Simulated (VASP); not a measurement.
Bi2Te, 6 atoms in the cell. The typed cell holds 6 atoms: a = 6.670 Å, b = 6.670 Å, c = 6.670 Å, α = 102.54°, β = 102.54°, γ = 124.46°. 

* Program: VASP 6.6.1
* Task: single point
* Functional: PBE
* Potentials or basis: VASP PAW PBE potentials, release 64 (Bi_d, Te)
* Cutoff: 520 eV
* k mesh: 8 × 8 × 8
* Occupations: gaussian, width 0.1 eV
* Spin: no spin polarisation
* Dipole correction: no
* Further INCAR settings: ALGO = Fast; EDIFF = 1e-06; NBANDS = 45

Potentials or basis: VASP PAW PBE potentials, release 64 (Bi_d, Te).

Launch:

```console
$ cat potpaw_PBE.64/Bi_d/POTCAR potpaw_PBE.64/Te/POTCAR > POTCAR
$ mpirun -np 1 vasp_std > vasp.out
```

Hardware: 1 thread of Intel(R) Xeon(R) 6975P-C (Granite Rapids) (shared host).

**Question.** How long does it take, and how much memory?

**Answer.** Wall time 6.9 min on 1 thread of Intel(R) Xeon(R) 6975P-C (Granite Rapids) (shared host), peak memory 0.63 GiB. Counts: scf iterations 13, k points 59.
